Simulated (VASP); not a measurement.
CaO: single point with HSE06

Crystal: CaO.

```
Ca O
1.0
     0.00000    2.60673    2.60673
     2.50064    0.00000    2.60673
     2.50064    2.60673    0.00000
Ca O
1 1
Direct
  0.00000 0.00000 0.00000
  0.25000 0.25000 0.25000
```

This cell differs from its parent crystal: uniaxial x strain -4.1%.

```
Program             : VASP 6.6.1
Task                : single point
Functional          : HSE06
Potentials or basis : VASP PAW PBE potentials, release 64 (Ca_sv, O)
Cutoff              : 520 eV
k mesh              : 6 × 6 × 6
Occupations         : gaussian, width 0.01 eV
Spin                : no spin polarisation
```

```yaml
Pressure: 4.3 GPa
Band_gap_on_the_k_mesh: 4.84 eV (least direct gap 5.55 eV)
```

Stress tensor (GPa, compression positive):
```
4.49 0.00 0.00
0.00 4.25 0.00
0.00 0.00 4.25
```

Levels at points of the mesh, in eV from the valence-band top:
```
           k point  band 5  band 6  band 7  band 8  band 9  band 10  band 11  band 12
(0.00, 0.00, 0.00)  -16.34   -0.75   -0.75   -0.71    4.84    10.07    10.43    11.92
(0.50, 0.00, 0.00)  -15.42   -1.12   -0.49   -0.39    7.98    10.00    10.02    10.14
(0.50, 0.50, 0.00)  -15.12   -1.63   -0.03    0.00    6.53     8.49    11.54    11.75
(0.00, 0.50, 0.50)  -15.20   -1.60   -0.08   -0.08    6.68     8.60    11.53    11.79
```

It took 75 min on 1 thread of Intel(R) Xeon(R) Platinum 8259CL CPU @ 2.50GHz (Skylake/Cascade Lake), with other jobs on the host, peak memory 0.29 GiB.

Caveat: the cell differs from its parent crystal (uniaxial x strain -4.1%); the cell stands under pressure; the structure was generated, so it needn't be the stable form of CaO; the PAW data sets were made with another functional, which shifts forces and pressure a little. A k mesh can miss the band edges.
